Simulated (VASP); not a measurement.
Write the native input for VASP 6.6.1 that does the following.

* Task: single point
* Functional: LDA
* Potentials or basis: VASP PAW LDA potentials, release 64 (Zn, O)
* Cutoff: 520 eV
* k mesh: 11 × 11 × 6
* Occupations: fermi-dirac, width 0.02 eV
* Spin: no spin polarisation
* Dipole correction: no
* Further INCAR settings: ALGO = Normal; EDIFF = 1e-07; NBANDS = 26

The structure of ZnO lies in POSCAR:

```
ZnO
1.0
    3.3143866984      0.0000000000      0.0000000000
   -1.6571933491      2.8703430787      0.0000000000
    0.0000000000      0.0000000000      5.2038000000
Zn O
2 2
Direct
    0.3333333333      0.6666666667      0.0000000000
    0.6666666667      0.3333333333      0.5000000000
    0.3333333333      0.6666666667      0.3821000000
    0.6666666667      0.3333333333      0.8821000000
```

This cell differs from its parent crystal: equal xx and yy strain of +2 %.

The input as run:

INCAR

```
ALGO = Normal ; EDIFF = 1E-7
ENCUT = 520 ; GGA = CA
ISIF = 2 ; ISMEAR = -1
LASPH = True ; LCHARG = False
LREAL = False ; LWAVE = False
NBANDS = 26 ; NELM = 100
PREC = Accurate ; SIGMA = 0.02
```

KPOINTS

```
k-points
0
Gamma
  11 11 6
```

Potentials or basis: VASP PAW LDA potentials, release 64 (Zn, O).

The run is started by

```sh
$ cat potpaw_LDA.64/Zn/POTCAR potpaw_LDA.64/O/POTCAR > POTCAR
$ mpirun -np 1 vasp_std > vasp.out
```

It gave:

```yaml
Pressure: -10.8 GPa
Largest_force: 0.082 eV/Å
Band_gap_on_the_k_mesh: 0.70 eV, direct
```

Caveat: the cell differs from its parent crystal (equal xx and yy strain of +2 %).

Run time: 97 s on 1 thread of Intel(R) Xeon(R) Platinum 8259CL CPU @ 2.50GHz (Skylake/Cascade Lake) (shared host), peak memory 0.19 GiB.
